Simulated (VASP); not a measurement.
HCl: single point with r2SCAN

Crystal: HCl.

```
CELL_PARAMETERS angstrom
0.00000 3.40819 3.40834
1.53041 0.00000 3.40834
1.53041 3.40819 0.00000
ATOMIC_POSITIONS crystal
H 0.00000 0.00000 0.00000
Cl 0.50000 0.50000 0.50000
```

- Program: VASP 6.6.1
- Task: single point
- Functional: r2SCAN
- Potentials or basis: VASP PAW PBE potentials, release 64 (H, Cl)
- Cutoff: 520 eV
- k mesh: 10 × 10 × 10
- Occupations: gaussian, width 0.01 eV
- Spin: no spin polarisation

```json
{
 "Pressure": "0.2 GPa",
 "Band gap on the k mesh": "2.99 eV, indirect (least direct gap 3.35 eV)"
}
```

Stress tensor (GPa, compression positive):
```
-0.30  0.00  0.00
 0.00  0.50  0.00
 0.00  0.00  0.50
```

Levels at points of the mesh, in eV from the valence-band top:
| k point | band 1 | band 2 | band 3 | band 4 | band 5 | band 6 | band 7 | band 8 |
| --- | --- | --- | --- | --- | --- | --- | --- | --- |
| (0.00, 0.00, 0.00) | -15.34 | -0.37 | -0.28 | -0.28 | 3.50 | 7.79 | 11.87 | 17.38 |
| (0.50, 0.00, 0.00) | -13.36 | -7.74 | -0.34 | -0.23 | 9.13 | 10.31 | 14.45 | 15.75 |
| (0.50, 0.50, 0.00) | -15.09 | -2.22 | -0.51 | -0.09 | 3.26 | 11.17 | 12.27 | 15.02 |
| (0.50, 0.00, 0.50) | -15.09 | -2.22 | -0.51 | -0.09 | 3.26 | 11.17 | 12.27 | 15.02 |
| (0.00, 0.50, 0.50) | -14.87 | -1.75 | -1.75 | -0.66 | 2.99 | 8.72 | 16.41 | 16.41 |

Run time: 6.2 min on 1 thread of Intel Xeon 6975P-C (shared host), peak memory 0.2 GiB.

Caveat: the PAW data sets were made with another functional, which shifts forces and pressure a little. A k mesh can miss the band edges.
